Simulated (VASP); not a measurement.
Wanted: the native input for a VASP 6.6.1 run.

| Property | Result |
| --- | --- |
| Task | single point |
| Functional | r2SCAN |
| Potentials or basis | VASP PAW PBE potentials, release 64 (Si, Ge_d) |
| Cutoff | 520 eV |
| k mesh | 12 × 12 × 4 |
| Occupations | gaussian, width 0.05 eV |
| Spin | no spin polarisation |
| Dipole correction | no |
| Further INCAR settings | ALGO = Normal; EDIFF = 1e-06; NBANDS = 26 |

SiGe:

```xyz
4
Lattice="3.9045 0.0000 0.0000 -1.9522 3.3814 0.0000 0.0000 0.0000 6.4508" Properties=species:S:1:pos:R:3 pbc="T T T"
Si    1.9522    1.1271    5.3919
Si    0.0000    2.2542    2.1665
Ge    1.9522    1.1271    3.2279
Ge    0.0000    2.2542    0.0025
```

This cell differs from its parent crystal: all Si atoms moved -0.250 Å, as atom 1 along Cartesian [0 0 1].

One way to write it, as run:

POSCAR

```
SiGe
1.0
    3.9044512986      0.0000000000      0.0000000000
   -1.9522256493      3.3813540124      0.0000000000
    0.0000000000      0.0000000000      6.4507830000
Si Ge
2 2
Direct
    0.6666666667      0.3333333333      0.8358520148
    0.3333333333      0.6666666667      0.3358520148
    0.6666666667      0.3333333333      0.5003920000
    0.3333333333      0.6666666667      0.0003920000
```

INCAR.step1

```
ALGO = Normal
EDIFF = 1E-4
ENCUT = 520
GGA = PE
ISMEAR = 0
LASPH = True
LCHARG = False
LREAL = False
LWAVE = True
NBANDS = 26
NELM = 100
PREC = Accurate
SIGMA = 0.05
```

INCAR.step2

```
ALGO = Normal
EDIFF = 1E-6
ENCUT = 520
ISIF = 2
ISMEAR = 0
ISTART = 1
LASPH = True
LCHARG = False
LMIXTAU = True
LREAL = False
LWAVE = False
METAGGA = R2SCAN
NBANDS = 26
NELM = 100
PREC = Accurate
SIGMA = 0.05
```

KPOINTS

```
k-points
0
Gamma
  12 12 4
```

Potentials or basis: VASP PAW PBE potentials, release 64 (Si, Ge_d).

The run is started by

```sh
$ cat potpaw_PBE.64/Si/POTCAR potpaw_PBE.64/Ge_d/POTCAR > POTCAR
$ cp INCAR.step1 INCAR
$ mpirun -np 1 vasp_std > vasp.out
$ cp INCAR.step2 INCAR
$ mpirun -np 1 vasp_std > vasp.out
```

It gave:

The pressure is 2.1 GPa and the largest force is 4.255 eV/Å. The band gap on the k mesh is zero (bands 18 and 19 overlap by 0.43 eV).

Caveat: the cell differs from its parent crystal (all Si atoms moved -0.250 Å, as atom 1 along Cartesian [0 0 1]); semilocal functionals underestimate gaps, so a narrow gap can read as zero; the PAW data sets were made with another functional, which shifts forces and pressure a little.

It took 3 min on 1 thread of Intel(R) Xeon(R) 6975P-C (Granite Rapids) (shared host), peak memory 0.27 GiB.
